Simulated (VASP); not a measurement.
# TaN (Fm-3m) in VASP: settings compared

TaN is run at these levels: HSE06, PBE0, r2SCAN-based global hybrid with 25 % exact exchange, r2SCAN-based global hybrid with 35 % exact exchange; tasks: single point.

Everything below comes from runs of VASP 6.6.1. Logs are shortened: lines on timing, memory, paths and dates and some standing lists are left out, and cuts for length are marked.

**1. The cell of the first run**

It takes space group Fm-3m (No. 225, cubic). The conventional cell has a = 4.332 Å, b = 4.332 Å, c = 4.332 Å, α = 90.00°, β = 90.00°, γ = 90.00°. Within 2.9 Å of Ta (site symmetry m-3m) lie 6 N at 2.17 Å. N (site symmetry m-3m) has 6 Ta at 2.17 Å within 2.9 Å.

**2. Single point, HSE06**

POSCAR

```
TaN
1.0
    0.0000000000      2.1661812927      2.1661812927
    2.1661812927      0.0000000000      2.1661812927
    2.1661812927      2.1661812927      0.0000000000
Ta N
1 1
Direct
    0.5000000000      0.5000000000      0.5000000000
    0.0000000000      0.0000000000      0.0000000000
```

INCAR.step1

```
PREC = Accurate
ENCUT = 520
EDIFF = 1E-5
ISMEAR = -1
SIGMA = 0.05
LREAL = False
LASPH = True
NELM = 80
ALGO = Normal
ISIF = 2
LWAVE = True
LCHARG = False
GGA = PE
NBANDS = 15
```

INCAR.step2

```
PREC = Accurate
ENCUT = 520
EDIFF = 1E-6
ISMEAR = -1
SIGMA = 0.05
LREAL = False
LASPH = True
NELM = 80
ALGO = Normal
ISIF = 2
LWAVE = False
LCHARG = False
GGA = PE
LHFCALC = True
HFSCREEN = 0.2079
PRECFOCK = Normal
ISTART = 1
NBANDS = 15
```

KPOINTS

```
regular mesh
0
Gamma
  6 6 6
```

Potentials or basis: VASP PAW PBE potentials, release 64 (Ta_pv, N).

Started as:

```sh
cat potpaw_PBE.64/Ta_pv/POTCAR potpaw_PBE.64/N/POTCAR > POTCAR
cp INCAR.step1 INCAR
mpirun -np 1 vasp_std > vasp.out
cp INCAR.step2 INCAR
mpirun -np 1 vasp_std > vasp.out
```

OUTCAR:

```text
PREC = Accurate
   ENCUT = 520
   EDIFF = 1E-6
   ISMEAR = -1
   LREAL = False
   LASPH = True
   NELM = 80
   ISIF = 2
   GGA = PE
   LHFCALC = True
   HFSCREEN = 0.2079
   PRECFOCK = Normal
   ISTART = 1

 ion  position               nearest neighbor table
   1  0.500  0.500  0.500-   2 2.17   2 2.17   2 2.17   2 2.17   2 2.17   2 2.17
   2  0.000  0.000  0.000-   1 2.17   1 2.17   1 2.17   1 2.17   1 2.17   1 2.17

  LATTYP: Found a face centered cubic cell.
 ALAT       =     4.3323625854

  Lattice vectors:

 A1 = (   0.0000000000,   2.1661812927,   2.1661812927)
 A2 = (   2.1661812927,   0.0000000000,   2.1661812927)
 A3 = (   2.1661812927,   2.1661812927,   0.0000000000)

Analysis of symmetry for initial positions (statically):
=====================================================================
 Subroutine PRICEL returns:
 Original cell was already a primitive cell.

 Routine SETGRP: Setting up the symmetry group for a
 face centered cubic supercell.

 Subroutine GETGRP returns: Found 48 space group operations
 (whereof 48 operations were pure point group operations)
 out of a pool of 48 trial point group operations.

The static configuration has the point symmetry O_h .

Analysis of symmetry for dynamics (positions and initial velocities):
=====================================================================
 Subroutine PRICEL returns:
 Original cell was already a primitive cell.

 Routine SETGRP: Setting up the symmetry group for a
 face centered cubic supercell.

 Subroutine GETGRP returns: Found 48 space group operations
 (whereof 48 operations were pure point group operations)
 out of a pool of 48 trial point group operations.

The dynamic configuration has the point symmetry O_h .

 Subroutine INISYM returns: Found 48 space group operations
 (whereof 48 operations are pure point group operations),
 and found     1 'primitive' translations

----------------------------------------------------------------------------------------

                                     Primitive cell

  volume of cell :      20.3289

  direct lattice vectors                    reciprocal lattice vectors
     0.000000000  2.166181293  2.166181293    -0.230820939  0.230820939  0.230820939
     2.166181293  0.000000000  2.166181293     0.230820939 -0.230820939  0.230820939
     2.166181293  2.166181293  0.000000000     0.230820939  0.230820939 -0.230820939

  length of vectors
     3.063442963  3.063442963  3.063442963     0.399793594  0.399793594  0.399793594

  position of ions in fractional coordinates (direct lattice)
     0.500000000  0.500000000  0.500000000
     0.000000000  0.000000000  0.000000000

  ion indices of the primitive-cell ions
   primitive index   ion index
                 1           1
                 2           2

----------------------------------------------------------------------------------------

 KPOINTS: regular mesh

Automatic generation of k-mesh.
 Grid dimensions read from file:
 generate k-points for:    6    6    6

 Generating k-lattice:

  Cartesian coordinates                     Fractional coordinates (reciprocal lattice)
    -0.038470156  0.038470156  0.038470156     0.166666667  0.000000000  0.000000000
     0.038470156 -0.038470156  0.038470156     0.000000000  0.166666667  0.000000000
     0.038470156  0.038470156 -0.038470156     0.000000000  0.000000000  0.166666667

  Length of vectors
     0.066632266  0.066632266  0.066632266

  Shift w.r.t. Gamma in fractional coordinates (k-lattice)
     0.000000000  0.000000000  0.000000000

 Subroutine IBZKPT returns following result:
 ===========================================

 Found     16 irreducible k-points:

 Following reciprocal coordinates:
            Coordinates               Weight
  0.000000  0.000000  0.000000      1.000000
  0.166667  0.000000  0.000000      8.000000
  0.333333  0.000000  0.000000      8.000000
  0.500000  0.000000  0.000000      4.000000
  0.166667  0.166667  0.000000      6.000000
  0.333333  0.166667  0.000000     24.000000
[... 8 lines left out ...]
 -0.333333  0.333333  0.166667     24.000000
 -0.333333  0.500000  0.166667     12.000000
   k-points           NKPTS =     16   k-points in BZ     NKDIM =    216   number of bands    NBANDS=     15
   number of dos      NEDOS =    301   number of ions     NIONS =      2
   total plane-waves  NPLWV =  13824
   dimension x,y,z NGX =    24 NGY =   24 NGZ =   24
   dimension x,y,z NGXF=    48 NGYF=   48 NGZF=   48
   ions per type =               1   1
   NGX,Y,Z   is equivalent  to a cutoff of  13.02, 13.02, 13.02 a.u.
   NGXF,Y,Z  is equivalent  to a cutoff of  26.05, 26.05, 26.05 a.u.
 SYSTEM =  unknown system
   PREC   = accura    normal or accurate (medium, high low for compatibility)
   ISTART =      1    job   : 0-new  1-cont  2-samecut
   ICHARG =      0    charge: 1-file 2-atom 10-const
   ISPIN  =      1    spin polarized calculation?
   LNONCOLLINEAR =      F non collinear calculations
   LSORBIT =      F    spin-orbit coupling
   LASPH  =      T    aspherical Exc in radial PAW
   ENCUT  =  520.0 eV  38.22 Ry    6.18 a.u.   5.70  5.70  5.70*2*pi/ulx,y,z
   NELM   =     80;   NELMIN=  2; NELMDL=  0     # of ELM steps
   EDIFF  = 0.1E-05   stopping-criterion for ELM
   LREAL  =      F    real-space projection
   EDIFFG = 0.1E-04   stopping-criterion for IOM
   NSW    =      0    number of steps for IOM
   IBRION =     -1    ionic relax: 0-MD 1-quasi-New 2-CG
   NFREE  =      0    steps in history (QN), initial steepest desc. (CG)
   ISIF   =      2    stress and relaxation
   ISYM   =      3    0-nonsym 1-usesym 2-fastsym
   POTIM  = 0.5000    time-step for ionic-motion
   TEBEG  =    0.0;   TEEND  =   0.0 temperature during run
   PSTRESS=    0.0 pullay stress
   NELECT =      16.0000    total number of electrons
   NUPDOWN=      -1.0000    fix difference up-down
   EMIN   =  10.00;   EMAX   =-10.00  energy-range for DOS
   EFERMI =   0.00;   METHOD = LEGACY
   ISMEAR =    -1;   SIGMA  =   0.05  broadening in eV -4-tet -1-fermi 0-gaus
   EFERMI_NEDOS =   21; number of points for ismear=-14 and -15
   IALGO  =     38    algorithm
   IMIX   =      1    mixing-type and parameters
     AMIX     =   0.40;   BMIX     =  1.00
     AMIX_MAG =   1.60;   BMIX_MAG =  1.00
  volume/ion in A,a.u.               =      10.16        68.59
  Fermi-wavevector in a.u.,A,eV,Ry     =   1.511507  2.856333 31.084577  2.284652
  Thomas-Fermi vector in A             =   2.621555
   LORBIT       =      0    0 simple, 1 ext, 2 COOP (PROOUT), +10 PAW based schemes
   GGA     = PE    functional components
   LHFCALC =     T    Hartree Fock is set to
   PRECFOCK=normal    Normal, Fast or Accurate (Low or Medium for compatibility)
   ENCUT4O =  -1.0   cutoff for four orbital integrals eV
   NKREDX  =     1    reduce k-point grid by
   NKREDY  =     1    reduce k-point grid by
   NKREDZ  =     1    reduce k-point grid by
   AEXX    =    0.2500 exact exchange contribution
   HFSCREEN=    0.2079 screening length (either q_TF or 0.3 A-1)
   HFSCREENC=   0.2079 screening length for correlation (either q_TF or 0.3 A-1)
   ENCUTFOCK=  -1.0 apply spherical cutoff to Coloumb kernel
   IVDW    =     0    specifies the selected vdW correction
   LEPSILON=     F    determine dielectric tensor
   LRPA    =     F    only Hartree local field effects (RPA)
 non-spin polarized calculation
  energy-cutoff  :      520.00
  volume of cell :       20.33
 maximum number of plane-waves:       568
  NGX = 18; NGY = 18; NGZ = 18

 number of electron      15.9999999 magnetization

 Free energy of the ion-electron system (eV)
  ---------------------------------------------------
  ext. energy  EPLUGINS =         0.00000000
  ---------------------------------------------------
  free energy    TOTEN  =       -25.47906029 eV

  energy without entropy =      -25.46902822  energy(sigma->0) =      -25.47404426

 E-fermi :  10.1859     XC(G=0): -11.1502

 val. band max:       10.0186359328   @ k =  -0.3333   0.3333   0.1667
 cond. band min:      10.2421580376   @ k =   0.3333   0.0000   0.0000
 fundamental gap:      0.2235221048
 Fermi energy:        10.1858500346

 k-point     1 :       0.0000    0.0000    0.0000
  band No.  band energies     occupation
      1     -28.2541      2.00000
      2     -28.2541      2.00000
      3     -28.2541      2.00000
      4     -11.5255      2.00000
      5       5.3567      2.00000
      6       5.3567      2.00000
      7       5.3567      2.00000
      8       7.5308      2.00000
      9       7.5308      2.00000
     10       7.5308      2.00000
     11      10.5321      0.00196
     12      10.5321      0.00196
     13      12.6147      0.00000
     14      20.0213      0.00000
     15      24.3357      0.00000

 k-point     2 :       0.1667    0.0000    0.0000
  band No.  band energies     occupation
      1     -28.5684      2.00000
      2     -28.2793      2.00000
      3     -28.2793      2.00000
      4     -10.7649      2.00000
      5       2.7475      2.00000
      6       3.6043      2.00000
      7       3.6043      2.00000
      8       8.5304      2.00000
      9       8.6054      2.00000
     10       8.6054      2.00000
     11      12.9397      0.00000
     12      12.9397      0.00000
     13      14.3456      0.00000
     14      22.1374      0.00000
     15      24.3354      0.00000

 k-point     3 :       0.3333    0.0000    0.0000
  band No.  band energies     occupation
      1     -29.1478      2.00000
      2     -28.3293      2.00000
      3     -28.3293      2.00000
      4      -9.0562      2.00000
      5      -0.5351      2.00000
      6       1.7034      2.00000
      7       1.7034      2.00000
      8      10.2422      0.48974
      9      10.9110      0.00000
     10      10.9110      0.00000
     11      16.1600      0.00000
     12      16.8755      0.00000
     13      16.8755      0.00000
     14      23.6548      0.00000
     15      24.3423      0.00000

 k-point     4 :       0.5000    0.0000    0.0000
  band No.  band energies     occupation
      1     -29.4169      2.00000
      2     -28.3537      2.00000
      3     -28.3537      2.00000
      4      -7.9562      2.00000
      5      -2.1190      2.00000
      6       1.0158      2.00000
      7       1.0158      2.00000
      8      12.5056      0.00000
      9      12.5056      0.00000
     10      12.6567      0.00000
     11      14.3801      0.00000
     12      19.1961      0.00000
     13      19.1961      0.00000
     14      23.3307      0.00000
     15      23.7436      0.00000
[... 163 lines left out ...]
 k-point    14 :       0.5000    0.3333    0.1667
  band No.  band energies     occupation
      1     -29.0862      2.00000
      2     -28.6833      2.00000
      3     -28.4642      2.00000
      4      -9.2179      2.00000
      5       0.0339      2.00000
      6       2.0312      2.00000
      7       2.3288      2.00000
      8       7.9284      2.00000
      9      12.7189      0.00000
     10      13.2045      0.00000
     11      13.9591      0.00000
     12      17.0875      0.00000
     13      20.0887      0.00000
     14      22.2025      0.00000
     15      24.3394      0.00000

 k-point    15 :      -0.3333    0.3333    0.1667
  band No.  band energies     occupation
      1     -29.1169      2.00000
      2     -28.7987      2.00000
      3     -28.5310      2.00000
      4      -9.0423      2.00000
      5       0.0925      2.00000
      6       1.8395      2.00000
      7       1.9695      2.00000
      8      10.0186      1.93183
      9      10.3021      0.17800
     10      13.8771      0.00000
     11      15.9311      0.00000
     12      16.8018      0.00000
     13      21.2804      0.00000
     14      21.9430      0.00000
     15      24.3392      0.00000

 k-point    16 :      -0.3333    0.5000    0.1667
  band No.  band energies     occupation
      1     -29.0879      2.00000
      2     -28.7891      2.00000
      3     -28.6592      2.00000
      4      -9.5838      2.00000
      5       1.8872      2.00000
      6       2.0301      2.00000
      7       2.2276      2.00000
      8       7.5679      2.00000
      9      12.1078      0.00000
     10      14.4838      0.00000
     11      14.6811      0.00000
     12      16.1127      0.00000
     13      20.3456      0.00000
     14      21.9474      0.00000
     15      24.3383      0.00000

------------------------ aborting loop because EDIFF is reached ----------------------------------------

  FORCE on cell =-STRESS in cart. coord.  units (eV):
  Direction    XX          YY          ZZ          XY          YZ          ZX
  --------------------------------------------------------------------------------------
  -------------------------------------------------------------------------------------
  Total        1.6985130      1.6985130      1.6985130      0.0000000     -0.0000000      0.0000000
  in kB      133.8643865    133.8643865    133.8643865      0.0000000     -0.0000000      0.0000000
  external PRESSURE =     133.8643865 kB  Pullay stress =       0.0000000 kB

 VOLUME and BASIS-vectors are now :
 -----------------------------------------------------------------------------
  energy-cutoff  :      520.00
  volume of cell :       20.33
      direct lattice vectors                 reciprocal lattice vectors
     0.000000000  2.166181293  2.166181293    -0.230820939  0.230820939  0.230820939
     2.166181293  0.000000000  2.166181293     0.230820939 -0.230820939  0.230820939
     2.166181293  2.166181293  0.000000000     0.230820939  0.230820939 -0.230820939

 POSITION                                       TOTAL-FORCE (eV/Angst)
 -----------------------------------------------------------------------------------
      2.16618      2.16618      2.16618        -0.000000     -0.000000     -0.000000
      0.00000      0.00000      0.00000         0.000000      0.000000      0.000000
 -----------------------------------------------------------------------------------
    total drift:                                0.000005      0.000008      0.000009

  FREE ENERGIE OF THE ION-ELECTRON SYSTEM (eV)
  ---------------------------------------------------
  free  energy   TOTEN  =       -25.4790602922 eV

  energy  without entropy=      -25.4690282232  energy(sigma->0) =      -25.47404426
```

Wall time 16 min (1 thread of Intel Xeon Platinum 8488C (Sapphire Rapids), shared host); peak memory 0.26 GiB.

What came out:

| Item | Value |
| --- | --- |
| Free energy | -25.4791 eV |
| Pressure | 13.4 GPa |
| Band gap on the k mesh | zero (bands 8 and 9 overlap by 4.97 eV) |

Caveat: the k points lie up to 0.42 Å⁻¹ apart, too coarse for converged energies and pressures of a metal; the PAW data sets were made with another functional, which shifts forces and pressure a little; spin-orbit coupling is left out, which moves the levels of the heavy elements.

**3. Single point, HSE06**

This run uses another cell than the first one, of 10.38 Å³/atom.

POSCAR

```
TaN
1.0
    0.0000000000      2.1814365931      2.1814365931
    2.1814365931      0.0000000000      2.1814365931
    2.1814365931      2.1814365931      0.0000000000
Ta N
1 1
Direct
    0.5000000000      0.5000000000      0.5000000000
    0.0000000000      0.0000000000      0.0000000000
```

Changes to INCAR.step1 since step 2:

```diff
@@ -7,3 +7,3 @@
 LASPH = True
-NELM = 80
+NELM = 100
 ALGO = Normal
@@ -12,3 +12,3 @@
 LCHARG = False
+NBANDS = 15
 GGA = PE
-NBANDS = 15
```

Changes to INCAR.step2 since step 2:

```diff
@@ -7,3 +7,3 @@
 LASPH = True
-NELM = 80
+NELM = 100
 ALGO = Normal
@@ -16,3 +16,3 @@
 PRECFOCK = Normal
+NBANDS = 15
 ISTART = 1
-NBANDS = 15
```

KPOINTS

```
Automatic mesh
0
Gamma
  6 6 6
```

Potentials or basis: VASP PAW PBE potentials, release 64 (Ta_pv, N).

Started as:

```sh
cat potpaw_PBE.64/Ta_pv/POTCAR potpaw_PBE.64/N/POTCAR > POTCAR
cp INCAR.step1 INCAR
mpirun -np 1 vasp_std > vasp.out
cp INCAR.step2 INCAR
mpirun -np 1 vasp_std > vasp.out
```

Wall time 14 min (1 thread of Intel Xeon Platinum 8488C (Sapphire Rapids), shared host); peak memory 0.25 GiB.

Results (log left out):

```
Free energy            : -25.5039 eV
Pressure               : 4.8 GPa
Band gap on the k mesh : zero (bands 8 and 9 overlap by 4.83 eV)
```

Levels at points of the mesh, in eV from the Fermi level:
| k point | band 4 | band 5 | band 6 | band 7 | band 8 | band 9 | band 10 | band 11 | band 12 | band 13 |
| --- | --- | --- | --- | --- | --- | --- | --- | --- | --- | --- |
| (0.00, 0.00, 0.00) | -21.52 | -4.76 | -4.76 | -4.76 | -2.58 | -2.58 | -2.58 | 0.35 | 0.35 | 2.23 |
| (0.50, 0.00, 0.00) | -18.10 | -12.11 | -8.99 | -8.99 | 2.25 | 2.25 | 2.40 | 4.12 | 8.77 | 8.77 |
| (0.50, 0.50, 0.00) | -20.18 | -7.94 | -6.53 | -5.71 | -5.71 | 2.64 | 4.15 | 4.15 | 5.51 | 7.79 |

Caveat: the k points lie up to 0.42 Å⁻¹ apart, too coarse for converged energies and pressures of a metal; the PAW data sets were made with another functional, which shifts forces and pressure a little; spin-orbit coupling is left out, which moves the levels of the heavy elements.

[end of part 1 of 2]

The gap in the log of VASP goes by the Fermi energy; the results here count the filled bands.